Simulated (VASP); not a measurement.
Here is a VASP 6.6.1 calculation.

Contents of INCAR:

```
  PREC = Accurate
  ENCUT = 600
  EDIFF = 1E-7
  ISMEAR = 0
  SIGMA = 0.02
  LREAL = False
  LASPH = True
  NELM = 80
  ALGO = Normal
  ISIF = 3
  LWAVE = False
  LCHARG = False
  GGA = PS
  IVDW = 12
  IBRION = 2
  NSW = 100
  EDIFFG = -0.005
```

File KPOINTS:

```
regular mesh
0
Gamma
  8 6 8
```

Contents of POSCAR:

```
SnO
1.0
    3.2998498155      0.0000000000      0.0000000000
    0.0000000000      5.5976080479      0.0000000000
    0.0000000000      0.0000000000      3.6297435972
Sn O
2 2
Direct
    0.0000000000      0.2426998134      0.5421031601
    0.5000000000      0.7573001866      0.0421031601
    0.0000000000      0.8768136142      0.7078978399
    0.5000000000      0.1231863858      0.2078978399
```

Potentials or basis: VASP PAW PBE potentials, release 64 (Sn_d, O).

The run is started by

```sh
$ cat potpaw_PBE.64/Sn_d/POTCAR potpaw_PBE.64/O/POTCAR > POTCAR
$ mpirun -np 1 vasp_std > vasp.out
```

Q: What does it give for the relaxed volume?

A: 16.62 Å³/atom.

Q: What does it give for the relaxed cell?

A: a = 3.302 Å, b = 5.604 Å, c = 3.594 Å, α = 90.00°, β = 90.00°, γ = 90.00°.

Q: What does it give for the space group after relaxing (to 0.1 Å)?

A: Pmn2_1 (No. 31).

Step by step:
| step | energy change (eV) | largest force (eV/Å) | pressure (GPa) | volume (Å³) |
| --- | --- | --- | --- | --- |
| 1 | 0.0000 | 0.0862 | 0.22 | 67.05 |
| 2 | -0.0001 | 0.0469 | -0.46 | 67.27 |
| 3 | -0.0003 | 0.0194 | -0.15 | 67.17 |
| 4 | -0.0005 | 0.0147 | -0.11 | 67.07 |
| 5 | -0.0008 | 0.0267 | -0.02 | 66.76 |
| 6 | -0.0008 | 0.0331 | 0.02 | 66.65 |
| 7 | -0.0010 | 0.0196 | 0.01 | 66.57 |
| 8 | -0.0010 | 0.0304 | 0.00 | 66.48 |
| 9 | -0.0011 | 0.0196 | 0.05 | 66.42 |
| 10 | -0.0011 | 0.0196 | 0.08 | 66.38 |
| 11 | -0.0011 | 0.0157 | -0.03 | 66.44 |
| 12 | -0.0011 | 0.0156 | -0.03 | 66.44 |
| 13 | -0.0011 | 0.0056 | 0.01 | 66.44 |
| 14 | -0.0012 | 0.0027 | 0.01 | 66.44 |
| 15 | -0.0012 | 0.0071 | 0.03 | 66.44 |
| 16 | -0.0012 | 0.0052 | 0.03 | 66.46 |
| 17 | -0.0012 | 0.0031 | -0.01 | 66.50 |

Caveat: the PAW data sets were made with another functional, which shifts forces and pressure a little.
